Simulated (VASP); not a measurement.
# InO2 (F-43m) in VASP: a series of runs, part 2 of 2

VASP 6.6.1. Earlier steps stand in the parts before.

## 4. Relaxation of cell and atoms, PBE, collinear spin, ferromagnetic start

This run uses another cell than the first one, of 13.16 Å³/atom.

INCAR

```
ALGO = Normal
EDIFF = 1E-6
EDIFFG = -0.04
ENCUT = 600
GGA = PE
IBRION = 2
ISIF = 3
ISMEAR = 0
ISPIN = 2
LASPH = T
LCHARG = F
LORBIT = 11
LREAL = F
LWAVE = F
MAGMOM = 0 1 1
NELM = 150
NSW = 90
PREC = Accurate
SIGMA = 0.1
```

KPOINTS

```
k-points
0
Gamma
  6 6 6
```

POSCAR

```
InO2
1.0
    0.0000000000      2.7024434200      2.7024434200
    2.7024434200      0.0000000000      2.7024434200
    2.7024434200      2.7024434200      0.0000000000
In O
1 2
Direct
    0.0000000000      0.0000000000      0.0000000000
    0.7500000000      0.7500000000      0.7500000000
    0.5000000000      0.5000000000      0.5000000000
```

Potentials or basis: VASP PAW PBE potentials, release 64 (In_d, O).

Run with:

```sh
cat potpaw_PBE.64/In_d/POTCAR potpaw_PBE.64/O/POTCAR > POTCAR
mpirun -np 1 vasp_std > vasp.out
```

OUTCAR:

```text
EDIFF = 1E-6
   EDIFFG = -0.04
   ENCUT = 600
   GGA = PE
   IBRION = 2
   ISIF = 3
   ISMEAR = 0
   ISPIN = 2
   LASPH = T
   LORBIT = 11
   LREAL = F
   NELM = 150
   NSW = 90
   PREC = Accurate

 ion  position               nearest neighbor table
   1  0.000  0.000  0.000-   2 2.34   2 2.34   2 2.34   2 2.34   3 2.70   3 2.70   3 2.70   3 2.70
                             3 2.70   3 2.70
   2  0.750  0.750  0.750-   1 2.34   1 2.34   1 2.34   1 2.34
   3  0.500  0.500  0.500-   1 2.70   1 2.70   1 2.70   1 2.70   1 2.70   1 2.70

  LATTYP: Found a face centered cubic cell.
 ALAT       =     5.4048868400

  Lattice vectors:

 A1 = (   0.0000000000,   2.7024434200,   2.7024434200)
 A2 = (   2.7024434200,   0.0000000000,   2.7024434200)
 A3 = (   2.7024434200,   2.7024434200,   0.0000000000)

Analysis of symmetry for initial positions (statically):
[... 274 lines left out ...]

 k-point     1 :       0.0000    0.0000    0.0000
  band No.  band energies     occupation
      1     -13.3264      1.00000
      2      -9.5491      1.00000
      3      -7.8125      1.00000
      4      -7.8125      1.00000
      5      -7.8125      1.00000
      6      -7.6013      1.00000
[... 296 lines left out ...]
      3      -7.6802      1.00000
      4      -7.6025      1.00000
      5      -7.5845      1.00000
      6      -7.3623      1.00000
[... 9 lines left out ...]
     16      15.1212      0.00000
     17      15.3273      0.00000
 Fermi energy:         6.3006313137

 spin component 2

 k-point     1 :       0.0000    0.0000    0.0000
  band No.  band energies     occupation
      1     -12.6722      1.00000
      2      -8.5328      1.00000
      3      -7.8157      1.00000
      4      -7.8157      1.00000
      5      -7.8157      1.00000
      6      -7.6188      1.00000
[... 339 lines left out ...]
  FREE ENERGIE OF THE ION-ELECTRON SYSTEM (eV)
  ---------------------------------------------------
  free  energy   TOTEN  =       -13.0939469806 eV

  energy  without entropy=      -13.0832004981  energy(sigma->0) =      -13.08857374

 reached required accuracy - stopping structural energy minimisation

 total charge

# of ion       s       p       d       tot
------------------------------------------
    1        0.646   0.469   9.961  11.075
    2        1.613   3.269   0.000   4.882
    3        1.610   3.205   0.000   4.815
--------------------------------------------------
tot          3.868   6.943   9.961  20.772

 magnetization (x)

# of ion       s       p       d       tot
------------------------------------------
    1       -0.029  -0.024   0.008  -0.044
    2        0.000   0.322   0.000   0.322
    3        0.006   0.598   0.000   0.603
--------------------------------------------------
tot         -0.023   0.897   0.008   0.882
```

CONTCAR:

```text
InO2
   1.00000000000000
     0.0000000000000000    2.6472689214425928    2.6472689214425928
     2.6472689214425928    0.0000000000000000    2.6472689214425928
     2.6472689214425928    2.6472689214425928    0.0000000000000000
  In              O
     1     2
Direct
     0.0000000000000000    0.0000000000000000    0.0000000000000000
     0.7500000000000000    0.7500000000000000    0.7500000000000000
     0.5000000000000000    0.5000000000000000    0.5000000000000000

  0.00000000E+00  0.00000000E+00  0.00000000E+00
  0.00000000E+00  0.00000000E+00  0.00000000E+00
  0.00000000E+00  0.00000000E+00  0.00000000E+00
```

Wall time 35 s (1 thread of Intel Xeon Platinum 8488C (Sapphire Rapids), shared host); peak memory 0.22 GiB.

Results:

* Free energy: -13.0939 eV
* Relaxed volume: 12.37 Å³/atom
* Relaxed cell: a = 3.744 Å, b = 3.744 Å, c = 3.744 Å, α = 60.00°, β = 60.00°, γ = 60.00°
* Space group after relaxing (to 0.1 Å): F-43m (No. 216)
* Energy gained by relaxing: 17.4 meV/atom
* Ionic steps: 3
* Pressure after relaxing: 0.0 GPa
* Band gap on the k mesh: zero (filled and empty bands overlap)
* Net moment: 1.01 μB per cell
* Site moments: In -0.04; O +0.32, +0.60 μB
* Valence electrons inside the program's atomic spheres: In 11.07; O 4.88, 4.82

Step by step:
```tsv
step	energy change (eV)	largest force (eV/Å)	pressure (GPa)	volume (Å³)
1	0.0000	0.0000	-6.62	39.47
2	-0.0474	0.0000	2.38	36.45
3	-0.0522	0.0000	0.02	37.10
```

Final structure:
```xyz
3
Lattice="0.0000 2.6473 2.6473 2.6473 0.0000 2.6473 2.6473 2.6473 0.0000" Properties=species:S:1:pos:R:3 pbc="T T T"
In    0.0000    0.0000    0.0000
O     3.9709    3.9709    3.9709
O     2.6473    2.6473    2.6473
```

Caveat: spin-orbit coupling is left out, which moves the levels of the heavy elements.

## 5. Single point, PBE, collinear spin, ferromagnetic start

INCAR

```
SYSTEM = InO2
PREC = Accurate
ENCUT = 520
EDIFF = 1E-6
ISMEAR = 0
SIGMA = 0.1
LREAL = .False.
LASPH = .True.
NELM = 150
ALGO = Normal
ISIF = 2
LWAVE = .False.
LCHARG = .False.
ISPIN = 2
MAGMOM = 0 0.57 0.57
LORBIT = 11
GGA = PE
NBANDS = 24
```

KPOINTS

```
regular mesh
0
Gamma
  16 16 16
  0 0 0
```

POSCAR

```
InO2
1.0
    0.0000000000      2.6488415896      2.6488415896
    2.6488415896      0.0000000000      2.6488415896
    2.6488415896      2.6488415896      0.0000000000
In O
1 2
Direct
    0.0000000000      0.0000000000      0.0000000000
    0.2500000000      0.2500000000      0.2500000000
    0.5000000000      0.5000000000      0.5000000000
```

Potentials or basis: VASP PAW PBE potentials, release 64 (In_d, O).

Run with:

```sh
cat potpaw_PBE.64/In_d/POTCAR potpaw_PBE.64/O/POTCAR > POTCAR
mpirun -np 1 vasp_std > vasp.out
```

OUTCAR:

```text
SYSTEM = InO2
   PREC = Accurate
   ENCUT = 520
   EDIFF = 1E-6
   ISMEAR = 0
   LREAL = .False.
   LASPH = .True.
   NELM = 150
   ISIF = 2
   ISPIN = 2
   LORBIT = 11
   GGA = PE

 ion  position               nearest neighbor table
   1  0.000  0.000  0.000-   2 2.29   2 2.29   2 2.29   2 2.29   3 2.65   3 2.65   3 2.65   3 2.65
                             3 2.65   3 2.65
   2  0.250  0.250  0.250-   1 2.29   1 2.29   1 2.29   1 2.29
   3  0.500  0.500  0.500-   1 2.65   1 2.65   1 2.65   1 2.65   1 2.65   1 2.65

  LATTYP: Found a face centered cubic cell.
 ALAT       =     5.2976831792

  Lattice vectors:

 A1 = (   0.0000000000,   2.6488415896,   2.6488415896)
 A2 = (   2.6488415896,   0.0000000000,   2.6488415896)
 A3 = (   2.6488415896,   2.6488415896,   0.0000000000)

Analysis of symmetry for initial positions (statically):
=====================================================================
 Subroutine PRICEL returns:
 Original cell was already a primitive cell.

 Routine SETGRP: Setting up the symmetry group for a
 face centered cubic supercell.

 Subroutine GETGRP returns: Found 24 space group operations
 (whereof 24 operations were pure point group operations)
 out of a pool of 48 trial point group operations.

The static configuration has the point symmetry T_d .

Analysis of symmetry for dynamics (positions and initial velocities):
=====================================================================
 Subroutine PRICEL returns:
 Original cell was already a primitive cell.

 Routine SETGRP: Setting up the symmetry group for a
 face centered cubic supercell.

 Subroutine GETGRP returns: Found 24 space group operations
 (whereof 24 operations were pure point group operations)
 out of a pool of 48 trial point group operations.

The dynamic configuration has the point symmetry T_d .

Analysis of structural, dynamic, and magnetic symmetry:
[... 151 lines left out ...]
 number of electron      25.0000003 magnetization       1.0305955

 Free energy of the ion-electron system (eV)
  ---------------------------------------------------
  ext. energy  EPLUGINS =         0.00000000
  ---------------------------------------------------
  free energy    TOTEN  =       -13.08399343 eV

  energy without entropy =      -13.07132210  energy(sigma->0) =      -13.07765776

 E-fermi :   6.2782     XC(G=0): -11.2421

 val. band max:        6.2777737196   @ k =   0.4375   0.1875   0.0000
 cond. band min:       6.2831520182   @ k =   0.1250   0.1250   0.0000
 fundamental gap:      0.0053782985
 Fermi energy:         6.2781744415

 spin component 1

 k-point     1 :       0.0000    0.0000    0.0000
  band No.  band energies     occupation
      1     -13.3425      1.00000
      2      -9.5829      1.00000
      3      -7.8272      1.00000
      4      -7.8272      1.00000
      5      -7.8272      1.00000
      6      -7.6174      1.00000
[... 637 lines left out ...]
     23      22.8291      0.00000
     24      30.6337      0.00000

 [... further k-points ...]

 spin component 2

 k-point     1 :       0.0000    0.0000    0.0000
  band No.  band energies     occupation
      1     -12.6776      1.00000
      2      -8.5515      1.00000
      3      -7.8290      1.00000
      4      -7.8290      1.00000
      5      -7.8290      1.00000
      6      -7.6337      1.00000
[... 637 lines left out ...]
     23      22.8416      0.00000
     24      30.9403      0.00000

 [... further k-points ...]
[... 5 lines left out ...]
  --------------------------------------------------------------------------------------
  -------------------------------------------------------------------------------------
  Total        0.0168724      0.0168724      0.0168724      0.0000000     -0.0000000      0.0000000
  in kB        0.7272593      0.7272593      0.7272593      0.0000000     -0.0000000      0.0000000
  external PRESSURE =       0.7272593 kB  Pullay stress =       0.0000000 kB

 VOLUME and BASIS-vectors are now :
 -----------------------------------------------------------------------------
  energy-cutoff  :      520.00
  volume of cell :       37.17
      direct lattice vectors                 reciprocal lattice vectors
     0.000000000  2.648841590  2.648841590    -0.188761760  0.188761760  0.188761760
     2.648841590  0.000000000  2.648841590     0.188761760 -0.188761760  0.188761760
     2.648841590  2.648841590  0.000000000     0.188761760  0.188761760 -0.188761760

 POSITION                                       TOTAL-FORCE (eV/Angst)
 -----------------------------------------------------------------------------------
      0.00000      0.00000      0.00000        -0.000000     -0.000000     -0.000000
      1.32442      1.32442      1.32442         0.000000      0.000000      0.000000
      2.64884      2.64884      2.64884         0.000000      0.000000      0.000000
 -----------------------------------------------------------------------------------
    total drift:                               -0.000000     -0.000000     -0.000001

  FREE ENERGIE OF THE ION-ELECTRON SYSTEM (eV)
  ---------------------------------------------------
  free  energy   TOTEN  =       -13.0839934297 eV

  energy  without entropy=      -13.0713220993  energy(sigma->0) =      -13.07765776

 total charge

# of ion       s       p       d       tot
------------------------------------------
    1        0.648   0.467   9.960  11.075
    2        1.617   3.266   0.000   4.883
    3        1.614   3.202   0.000   4.816
--------------------------------------------------
tot          3.879   6.935   9.960  20.774

 magnetization (x)

# of ion       s       p       d       tot
------------------------------------------
    1       -0.026  -0.023   0.008  -0.041
    2        0.000   0.326   0.000   0.326
    3        0.006   0.607   0.000   0.613
--------------------------------------------------
tot         -0.020   0.910   0.008   0.898
```

OSZICAR:

```text
N       E                     dE             d eps       ncg     rms          rms(c)
DAV:   1     0.216225043977E+03    0.21623E+03   -0.11861E+04 14840   0.137E+03
DAV:   2     0.557040215929E+01   -0.21065E+03   -0.19506E+03 15336   0.377E+02
DAV:   3    -0.149688725687E+02   -0.20539E+02   -0.20152E+02 16776   0.103E+02
DAV:   4    -0.154726084164E+02   -0.50374E+00   -0.50340E+00 16728   0.165E+01
DAV:   5    -0.154904369307E+02   -0.17829E-01   -0.17827E-01 20376   0.301E+00    0.919E+00
DAV:   6    -0.131480359755E+02    0.23424E+01   -0.88604E+00 22024   0.303E+01    0.440E+00
DAV:   7    -0.131149666606E+02    0.33069E-01   -0.46057E-01 16336   0.531E+00    0.166E+00
DAV:   8    -0.130886054947E+02    0.26361E-01   -0.84777E-02 19160   0.190E+00    0.653E-01
DAV:   9    -0.130844107223E+02    0.41948E-02   -0.41285E-02 21344   0.122E+00    0.281E-01
DAV:  10    -0.130837524555E+02    0.65827E-03   -0.68645E-03 19176   0.472E-01    0.902E-02
DAV:  11    -0.130839027860E+02   -0.15033E-03   -0.48177E-04 16312   0.186E-01    0.614E-02
DAV:  12    -0.130839906695E+02   -0.87884E-04   -0.55741E-05 16152   0.596E-02    0.145E-02
DAV:  13    -0.130839932293E+02   -0.25597E-05   -0.75331E-06 18624   0.335E-02    0.807E-03
DAV:  14    -0.130839934297E+02   -0.20038E-06   -0.16285E-06 14368   0.116E-02
   1 F= -.13083993E+02 E0= -.13077658E+02  d E =-.126713E-01  mag=     1.0307
```

stdout:

```text
POSCAR found type information on POSCAR InO
 POSCAR found :  2 types and       3 ions
 scaLAPACK will be used
 LDA part: xc-table for (Slater+PW92), standard interpolation
 POSCAR, INCAR and KPOINTS ok, starting setup
 FFT: planning ... GRIDC
 FFT: planning ... GRID_SOFT
 FFT: planning ... GRID
 WAVECAR not read
 entering main loop
```

Wall time 2.3 min (1 thread of Intel Xeon Platinum 8488C (Sapphire Rapids), shared host); peak memory 0.3 GiB.

What came out:

| Property | Result |
| --- | --- |
| Free energy | -13.0840 eV |
| Pressure | 0.1 GPa |
| Band gap on the k mesh | zero (filled and empty bands overlap) |
| Net moment | 1.03 μB per cell |
| Site moments | In -0.04; O +0.33, +0.61 μB |
| Valence electrons inside the program's atomic spheres | In 11.07; O 4.88, 4.82 |

Levels at points of the mesh, in eV from the Fermi level:
Spin up:
| k point | band 11 | band 12 | band 13 | band 14 | band 15 | band 16 |
| --- | --- | --- | --- | --- | --- | --- |
| (0.00, 0.00, 0.00) | -1.94 | -1.94 | -1.94 | -1.64 | 9.68 | 9.68 |
| (0.50, 0.00, 0.00) | -1.33 | -1.33 | -1.15 | 2.77 | 4.86 | 8.18 |
| (0.50, 0.50, 0.00) | -3.38 | -0.45 | -0.45 | 2.67 | 5.01 | 9.76 |
Spin down:
```tsv
k point	band 10	band 11	band 12	band 13	band 14	band 15
(0.00, 0.00, 0.00)	-2.76	-1.56	-1.11	-1.11	-1.11	9.70
(0.50, 0.00, 0.00)	-3.41	-0.42	-0.42	-0.27	3.16	4.98
(0.50, 0.50, 0.00)	-4.82	-2.63	0.53	0.53	2.94	5.37
```

Caveat: spin-orbit coupling is left out, which moves the levels of the heavy elements.

## 6. Overview

| task | cell | k mesh | cutoff (eV) | gap on the mesh (eV) | pressure (GPa) | moment (μB) |
| --- | --- | --- | --- | --- | --- | --- |
| single point | a = 3.744 Å, angles 60.0°, 3 atoms | 6 × 6 × 6 | 520 | none | 0.1 | 1.01 |
| single point | a = 3.822 Å, angles 60.0°, 3 atoms | 6 × 6 × 6 | 520 | none | -6.5 | 1.03 |
| relaxation of cell and atoms | relaxed from a = 3.822 Å, angles 60.0°, 3 atoms | 6 × 6 × 6 | 600 | none | 0.0 | 1.01 |
| single point | a = 3.746 Å, angles 60.0°, 3 atoms | 16 × 16 × 16 | 520 | none | 0.1 | 1.03 |

Alike in all rows: level PBE; potentials or basis VASP PAW PBE potentials, release 64 (In_d, O); spin collinear, ferromagnetic start; smearing gaussian 0.1 eV.

Caveats: spin-orbit coupling is left out, which moves the levels of the heavy elements; the cell stands under tension (at least some runs).

Absolute energies hang on the potentials; compare differences alone.
